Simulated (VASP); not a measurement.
# GaN (P6_3mc) in VASP: single point with r2SCAN

Aim: the single point of GaN with r2SCAN.

Program: VASP 6.6.1. These are calculated values, not measurements. Logs are shortened: lines on timing, memory, paths and dates and some standing lists are left out, and cuts for length are marked.

## Step 1: The cell of the first run

The structure is hexagonal, space group P6_3mc (No. 186). The conventional cell has a = 3.183 Å, b = 3.183 Å, c = 5.183 Å, α = 90.00°, β = 90.00°, γ = 120.00°. Within 2.6 Å of Ga (site symmetry 3m) lie 4 N at 1.95 Å. N (site symmetry 3m) has 4 Ga at 1.95 Å within 2.6 Å.

## Step 2: Single point, r2SCAN

Input file POSCAR:

```
GaN
1.0
    3.1832028733     -0.0000002882      0.0000000000
   -1.5916011870      2.7567346977      0.0000000000
    0.0000000000      0.0000000000      5.1834977615
Ga N
2 2
Direct
    0.6666666667      0.3333333333      0.4991723383
    0.3333333333      0.6666666667      0.9991723383
    0.6666666667      0.3333333333      0.8758276617
    0.3333333333      0.6666666667      0.3758276617
```

Input file INCAR.step1:

```
SYSTEM = GaN
ALGO = Normal ; EDIFF = 1E-5
ENCUT = 660 ; GGA = PE
GGA_COMPAT = .False. ; ISMEAR = 0
LASPH = .True. ; LCHARG = .False.
LREAL = .False. ; LWAVE = .True.
NBANDS = 26 ; NELM = 120
PREC = Accurate ; SIGMA = 0.02
```

Input file INCAR.step2:

```
SYSTEM = GaN
ALGO = Normal ; EDIFF = 1E-6
ENCUT = 660 ; GGA_COMPAT = .False.
ISIF = 2 ; ISMEAR = 0
ISTART = 1 ; LASPH = .True.
LCHARG = .False. ; LMIXTAU = .True.
LREAL = .False. ; LWAVE = .False.
METAGGA = R2SCAN ; NBANDS = 26
NELM = 120 ; PREC = Accurate
SIGMA = 0.02
```

Input file KPOINTS:

```
k-points
0
Gamma
  12 12 6
  0 0 0
```

Potentials or basis: VASP PAW PBE potentials, release 64 (Ga_d, N).

On the command line:

```sh
$ cat potpaw_PBE.64/Ga_d/POTCAR potpaw_PBE.64/N/POTCAR > POTCAR
$ cp INCAR.step1 INCAR
$ mpirun -np 1 vasp_std > vasp.out
$ cp INCAR.step2 INCAR
$ mpirun -np 1 vasp_std > vasp.out
```

OUTCAR:

```text
SYSTEM = GaN
   EDIFF = 1E-6
   ENCUT = 660
   ISIF = 2
   ISMEAR = 0
   ISTART = 1
   LASPH = .True.
   LREAL = .False.
   METAGGA = R2SCAN
   NELM = 120
   PREC = Accurate

 ion  position               nearest neighbor table
   1  0.667  0.333  0.499-   4 1.95   4 1.95   4 1.95   3 1.95
   2  0.333  0.667  0.999-   3 1.95   3 1.95   3 1.95   4 1.95
   3  0.667  0.333  0.876-   2 1.95   2 1.95   2 1.95   1 1.95
   4  0.333  0.667  0.376-   1 1.95   1 1.95   1 1.95   2 1.95

  LATTYP: Found a hexagonal cell.
 ALAT       =     3.1832028733
 C/A-ratio  =     1.6283906392

  Lattice vectors:

 A1 = (   3.1832028733,  -0.0000002882,   0.0000000000)
 A2 = (  -1.5916011870,   2.7567346977,   0.0000000000)
 A3 = (   0.0000000000,   0.0000000000,   5.1834977615)

Analysis of symmetry for initial positions (statically):
=====================================================================
 Subroutine PRICEL returns:
 Original cell was already a primitive cell.

 Routine SETGRP: Setting up the symmetry group for a
 hexagonal supercell.

 Subroutine GETGRP returns: Found 12 space group operations
 (whereof  6 operations were pure point group operations)
 out of a pool of 24 trial point group operations.

The static configuration has the point symmetry C_3v.
 The point group associated with its full space group is C_6v.

Analysis of symmetry for dynamics (positions and initial velocities):
=====================================================================
 Subroutine PRICEL returns:
 Original cell was already a primitive cell.

 Routine SETGRP: Setting up the symmetry group for a
 hexagonal supercell.

 Subroutine GETGRP returns: Found 12 space group operations
 (whereof  6 operations were pure point group operations)
 out of a pool of 24 trial point group operations.

The dynamic configuration has the point symmetry C_3v.
 The point group associated with its full space group is C_6v.

 Subroutine INISYM returns: Found 12 space group operations
 (whereof  6 operations are pure point group operations),
 and found     1 'primitive' translations

----------------------------------------------------------------------------------------

                                     Primitive cell

  volume of cell :      45.4865

  direct lattice vectors                    reciprocal lattice vectors
     3.183202873 -0.000000288  0.000000000     0.314149017  0.181373981  0.000000000
    -1.591601187  2.756734698  0.000000000     0.000000033  0.362748020  0.000000000
     0.000000000  0.000000000  5.183497761     0.000000000  0.000000000  0.192919925

  length of vectors
     3.183202873  3.183202873  5.183497761     0.362748020  0.362748020  0.192919925

  position of ions in fractional coordinates (direct lattice)
     0.666666667  0.333333333  0.499172338
     0.333333333  0.666666667  0.999172338
     0.666666667  0.333333333  0.875827662
     0.333333333  0.666666667  0.375827662

  ion indices of the primitive-cell ions
   primitive index   ion index
                 1           1
                 2           2
                 3           3
                 4           4

----------------------------------------------------------------------------------------

 KPOINTS: k-points

Automatic generation of k-mesh.
 Grid dimensions read from file:
 generate k-points for:   12   12    6

 Generating k-lattice:

  Cartesian coordinates                     Fractional coordinates (reciprocal lattice)
     0.026179085  0.015114498  0.000000000     0.083333333  0.000000000  0.000000000
     0.000000003  0.030229002  0.000000000     0.000000000  0.083333333  0.000000000
     0.000000000  0.000000000  0.032153321     0.000000000  0.000000000  0.166666667

  Length of vectors
     0.030229002  0.030229002  0.032153321

  Shift w.r.t. Gamma in fractional coordinates (k-lattice)
     0.000000000  0.000000000  0.000000000

 Subroutine IBZKPT returns following result:
 ===========================================

 Found     76 irreducible k-points:

 Following reciprocal coordinates:
            Coordinates               Weight
  0.000000  0.000000  0.000000      1.000000
  0.083333  0.000000  0.000000      6.000000
  0.166667  0.000000  0.000000      6.000000
  0.250000  0.000000  0.000000      6.000000
  0.333333  0.000000  0.000000      6.000000
  0.416667  0.000000  0.000000      6.000000
[... 16 lines left out ...]
  0.250000  0.000000  0.166667     12.000000
  0.333333  0.000000  0.166667     12.000000
 [... further k-points ...]
   k-points           NKPTS =     76   k-points in BZ     NKDIM =     76   number of bands    NBANDS=     26
   number of dos      NEDOS =    301   number of ions     NIONS =      4
   total plane-waves  NPLWV =  37632
   dimension x,y,z NGX =    28 NGY =   28 NGZ =   48
   dimension x,y,z NGXF=    56 NGYF=   56 NGZF=   96
   ions per type =               2   2
   NGX,Y,Z   is equivalent  to a cutoff of  14.62, 14.62, 15.39 a.u.
   NGXF,Y,Z  is equivalent  to a cutoff of  29.25, 29.25, 30.79 a.u.
 SYSTEM =  GaN
   PREC   = accura    normal or accurate (medium, high low for compatibility)
   ISTART =      1    job   : 0-new  1-cont  2-samecut
   ICHARG =      0    charge: 1-file 2-atom 10-const
   ISPIN  =      1    spin polarized calculation?
   LNONCOLLINEAR =      F non collinear calculations
   LSORBIT =      F    spin-orbit coupling
   LASPH  =      T    aspherical Exc in radial PAW
   ENCUT  =  660.0 eV  48.51 Ry    6.96 a.u.   6.67  6.67 10.86*2*pi/ulx,y,z
   NELM   =    120;   NELMIN=  2; NELMDL=  0     # of ELM steps
   EDIFF  = 0.1E-05   stopping-criterion for ELM
   LREAL  =      F    real-space projection
   EDIFFG = 0.1E-04   stopping-criterion for IOM
   NSW    =      0    number of steps for IOM
   IBRION =     -1    ionic relax: 0-MD 1-quasi-New 2-CG
   NFREE  =      0    steps in history (QN), initial steepest desc. (CG)
   ISIF   =      2    stress and relaxation
   ISYM   =      2    0-nonsym 1-usesym 2-fastsym
   POTIM  = 0.5000    time-step for ionic-motion
   TEBEG  =    0.0;   TEEND  =   0.0 temperature during run
   PSTRESS=    0.0 pullay stress
   NELECT =      36.0000    total number of electrons
   NUPDOWN=      -1.0000    fix difference up-down
   EMIN   =  10.00;   EMAX   =-10.00  energy-range for DOS
   EFERMI =   0.00;   METHOD = LEGACY
   ISMEAR =     0;   SIGMA  =   0.02  broadening in eV -4-tet -1-fermi 0-gaus
   EFERMI_NEDOS =   21; number of points for ismear=-14 and -15
   IALGO  =     38    algorithm
   IMIX   =      4    mixing-type and parameters
     AMIX     =   0.40;   BMIX     =  1.00
     AMIX_MAG =   1.60;   BMIX_MAG =  1.00
  volume/ion in A,a.u.               =      11.37        76.74
  Fermi-wavevector in a.u.,A,eV,Ry     =   1.514311  2.861632 31.200014  2.293136
  Thomas-Fermi vector in A             =   2.623985
   LORBIT       =      0    0 simple, 1 ext, 2 COOP (PROOUT), +10 PAW based schemes
   METAGGA = R2SCAN    functional components
   LHFCALC =     F    Hartree Fock is set to
   AEXX    =    0.0000 exact exchange contribution
   IVDW    =     0    specifies the selected vdW correction
   LEPSILON=     F    determine dielectric tensor
   LRPA    =     F    only Hartree local field effects (RPA)
 non-spin polarized calculation
 Gauss-broadening in eV      SIGMA  =   0.02
  energy-cutoff  :      660.00
  volume of cell :       45.49
 maximum number of plane-waves:      1774
 NGX is ok and might be reduce to    28
   NGX = 13   NGY = 13   NGZ = 21

 number of electron      36.0000004 magnetization

 Free energy of the ion-electron system (eV)
  ---------------------------------------------------
  ext. energy  EPLUGINS =         0.00000000
  ---------------------------------------------------
  free energy    TOTEN  =       -43.82207423 eV

  energy without entropy =      -43.82207423  energy(sigma->0) =      -43.82207423

 E-fermi :   5.2711     XC(G=0): -12.6634

 val. band max:        5.1016365301   @ k =   0.0000   0.0000   0.0000
 cond. band min:       7.4443160679   @ k =   0.0000   0.0000   0.0000
 fundamental gap:      2.3426795377
 Fermi energy:         5.2711478622

 k-point     1 :       0.0000    0.0000    0.0000
  band No.  band energies     occupation
      1     -11.7117      2.00000
      2     -10.7051      2.00000
      3      -8.7293      2.00000
      4      -8.7134      2.00000
      5      -8.7134      2.00000
      6      -8.6449      2.00000
[... 18 lines left out ...]
     25      17.5888      0.00000
     26      17.5888      0.00000

 k-point     2 :       0.0833    0.0000    0.0000
  band No.  band energies     occupation
      1     -11.6423      2.00000
      2     -10.6848      2.00000
      3      -8.7227      2.00000
      4      -8.7028      2.00000
      5      -8.6900      2.00000
      6      -8.6364      2.00000
[... 18 lines left out ...]
     25      17.2305      0.00000
     26      17.7545      0.00000

 k-point     3 :       0.1667    0.0000    0.0000
  band No.  band energies     occupation
      1     -11.4517      2.00000
      2     -10.6337      2.00000
      3      -8.6974      2.00000
      4      -8.6767      2.00000
      5      -8.6285      2.00000
      6      -8.5973      2.00000
[... 18 lines left out ...]
     25      17.2608      0.00000
     26      18.1388      0.00000

 k-point     4 :       0.2500    0.0000    0.0000
  band No.  band energies     occupation
      1     -11.1931      2.00000
      2     -10.5751      2.00000
      3      -8.6698      2.00000
      4      -8.6494      2.00000
      5      -8.5768      2.00000
      6      -8.5383      2.00000
[... 18 lines left out ...]
     25      17.2886      0.00000
     26      18.6623      0.00000
[... 496 lines left out ...]
      1     -11.3800      2.00000
      2     -10.6647      2.00000
      3      -8.6923      2.00000
      4      -8.6726      2.00000
      5      -8.6283      2.00000
      6      -8.5988      2.00000
[... 18 lines left out ...]
     25      16.8676      0.00000
     26      17.9159      0.00000

 k-point    23 :       0.2500    0.0000    0.1667
  band No.  band energies     occupation
      1     -11.1341      2.00000
      2     -10.5955      2.00000
      3      -8.6688      2.00000
      4      -8.6425      2.00000
      5      -8.5892      2.00000
      6      -8.5461      2.00000
[... 18 lines left out ...]
     25      16.9949      0.00000
     26      18.4890      0.00000

 k-point    24 :       0.3333    0.0000    0.1667
  band No.  band energies     occupation
      1     -10.9021      2.00000
      2     -10.5414      2.00000
      3      -8.6567      2.00000
      4      -8.6232      2.00000
      5      -8.5567      2.00000
      6      -8.4955      2.00000
[... 18 lines left out ...]
     25      17.2387      0.00000
     26      19.0562      0.00000

 [... further k-points ...]

------------------------ aborting loop because EDIFF is reached ----------------------------------------

  FORCE on cell =-STRESS in cart. coord.  units (eV):
  Direction    XX          YY          ZZ          XY          YZ          ZX
  --------------------------------------------------------------------------------------
  -------------------------------------------------------------------------------------
  Total        0.2872266      0.2872266      0.3227774      0.0000000     -0.0000000      0.0000000
  in kB       10.1170310     10.1170310     11.3692405      0.0000000     -0.0000000      0.0000000
  external PRESSURE =      10.5344342 kB  Pullay stress =       0.0000000 kB

 VOLUME and BASIS-vectors are now :
 -----------------------------------------------------------------------------
  energy-cutoff  :      660.00
  volume of cell :       45.49
      direct lattice vectors                 reciprocal lattice vectors
     3.183202873 -0.000000288  0.000000000     0.314149017  0.181373981  0.000000000
    -1.591601187  2.756734698  0.000000000     0.000000033  0.362748020  0.000000000
     0.000000000  0.000000000  5.183497761     0.000000000  0.000000000  0.192919925

 POSITION                                       TOTAL-FORCE (eV/Angst)
 -----------------------------------------------------------------------------------
      1.59160      0.91891      2.58746        -0.000000      0.000000     -0.005784
      0.00000      1.83782      5.17921         0.000000      0.000000     -0.005784
      1.59160      0.91891      4.53985        -0.000000     -0.000000      0.005784
      0.00000      1.83782      1.94810        -0.000000      0.000000      0.005784
 -----------------------------------------------------------------------------------
    total drift:                                0.000001      0.000001     -0.001508

  FREE ENERGIE OF THE ION-ELECTRON SYSTEM (eV)
  ---------------------------------------------------
  free  energy   TOTEN  =       -43.8220742327 eV

  energy  without entropy=      -43.8220742327  energy(sigma->0) =      -43.82207423
```

Wall time 9.1 min (1 thread of Intel Xeon 8259CL, shared host); peak memory 0.27 GiB.

Results:

| Quantity | Value |
| --- | --- |
| Free energy | -43.8221 eV |
| Pressure | 1.1 GPa |
| Largest force | 0.006 eV/Å |
| Band gap on the k mesh | 2.34 eV |

Forces on the atoms (eV/Å):
```
Ga   0.000  0.000 -0.006
Ga   0.000  0.000 -0.006
N    0.000  0.000  0.006
N    0.000  0.000  0.006
```

Levels at points of the mesh, in eV from the valence-band top:
```
           k point  band 14  band 15  band 16  band 17  band 18  band 19  band 20  band 21  band 22  band 23
(0.00, 0.00, 0.00)    -1.07    -1.07    -0.04     0.00     0.00     2.34     4.81     9.96    10.59    10.59
(0.50, 0.00, 0.00)    -5.39    -4.30    -2.84    -2.24    -1.03     5.58     6.12     6.55     9.35    11.06
(0.00, 0.00, 0.50)    -3.93    -0.55    -0.55    -0.55    -0.55     4.77     4.77     9.18     9.18    11.11
(0.50, 0.00, 0.50)    -6.72    -2.01    -2.01    -1.95    -1.95     4.89     4.89     8.42     8.42    10.76
```

Caveat: the PAW data sets were made with another functional, which shifts forces and pressure a little.
